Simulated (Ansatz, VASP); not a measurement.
**AlRu: VASP beside Ansatz**

INCAR

```
SYSTEM = AlRu
PREC     = Accurate       ! precision mode
ENCUT    = 520            ! plane-wave cutoff, eV
EDIFF    = 1E-7           ! SCF threshold, eV
ISMEAR   = 0              ! smearing method
SIGMA    = 0.15           ! smearing width, eV
LREAL    = .False.        ! projectors in reciprocal space
LASPH    = .True.         ! aspherical terms in the spheres
NELM     = 80             ! most SCF steps
ALGO     = Fast           ! electronic algorithm
ISIF     = 2              ! what is computed and relaxed
LWAVE    = .False.        ! write WAVECAR
LCHARG   = .False.        ! write CHGCAR
GGA      = PS             ! functional
NBANDS   = 16             ! bands
```

The input KPOINTS:

```
Automatic mesh
0
Gamma
  16 16 16
  0 0 0
```

Contents of POSCAR:

```
AlRu
1.0
    2.9916000000      0.0000000000      0.0000000000
    0.0000000000      2.9916000000      0.0000000000
    0.0000000000      0.0000000000      2.9916000000
Al Ru
1 1
Direct
    0.0000000000      0.0000000000      0.0000000000
    0.5000000000      0.4498596069      0.5000000000
```

Input for Ansatz:

```yaml
crystal:
  lattice:
    - [2.9916, 0.0, 0.0]
    - [0.0, 2.9916, 0.0]
    - [0.0, 0.0, 2.9916]
  atoms:
    - { symbol: Al, position: [0.0, 0.0, 0.0] }
    - { symbol: Ru, position: [0.5, 0.4498596069, 0.5] }
basis:
  ecutwfc: 420
kpoints:
  mp_grid: { grid: [16, 16, 16] }
hamiltonian:
  xc: pbesol
scf:
  occupations: { method: gaussian, width: 0.15 }
output:
  forces: true
  stress: true
  eigenvalues: true
```

Alike in both runs: task single point; functional PBEsol; k mesh 16 × 16 × 16; occupations gaussian, width 0.15 eV; no spin polarisation.

|  | VASP | Ansatz |
| --- | --- | --- |
| version | VASP 6.6.1 | Ansatz 0.2.0 |
| potentials or method | VASP PAW PBE potentials, release 64 (Al, Ru_pv), cutoff 520 eV | scalar-relativistic, plane waves, PAW |
| valence electrons in the cell | 17 | 19 |

VASP gave:

```
gap on the k mesh at the Fermi level (eV)                     : none
pressure (GPa)                                                : -1.5
traceless stress, the component that is largest in VASP (GPa) : -1.17
rms of the force components (eV/Å)                            : 0.661
```

Problem. What did Ansatz give for the same quantities?

Solution. gap on the k mesh at the Fermi level (eV): none; pressure (GPa): -1.5; traceless stress, the component that is largest in VASP (GPa): -1.15; rms of the force components (eV/Å): 0.655.

VASP's potentials were made for PBE, not for PBEsol. Atom by atom the forces differ by 0.006 eV/Å (rms over components). A gap of «none» marks a metal or a gap that the smearing closes. The functional is the same, so the differences come from potentials, cutoffs and numerics. VASP's potentials hold 17 valence electrons a cell and Ansatz's 19, so a difference there can come from the potentials and not from the codes.
